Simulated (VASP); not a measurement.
The system is FeSb.

```xyz
4
Lattice="4.0600 0.0000 0.0000 -2.0300 3.5161 0.0000 0.0000 0.0000 5.1300" Properties=species:S:1:pos:R:3 pbc="T T T"
Fe    0.0000    0.0000    0.0000
Fe    0.0000    0.0000    2.5650
Sb    0.0000    2.3440    1.2825
Sb    2.0300    1.1720    3.8475
```

Base run:

```yaml
Program: VASP 6.6.1
Functional: LDA
Potentials_or_basis: VASP PAW LDA potentials, release 64 (Fe, Sb)
Cutoff: 520 eV
k_mesh: 8 × 8 × 6
Occupations: fermi-dirac, width 0.1 eV
Spin: collinear spin, ferromagnetic start
Starting_moments: "[1.7, 1.7, 0.0, 0.0] μB"
Fixed_moment: 3.4 μB
```

Its results: pressure -10.9 GPa; site moments Fe +1.74; Sb -0.05 μB.

The run is repeated on the same cell with these changes: fixed moment from 3.4 μB to 3.12 μB; moments at the start from [1.7, 1.7, 0.0, 0.0] to [1.56, 1.56, 0.0, 0.0]. What comes out?

Pressure -11.8 GPa; site moments Fe +1.61; Sb -0.05 μB.

Caveats: the cell stands under tension; the total moment is fixed, so each spin has its own Fermi level and the state may be an excited one; the run started ferromagnetic, and an antiferromagnetic order may lie lower in energy.
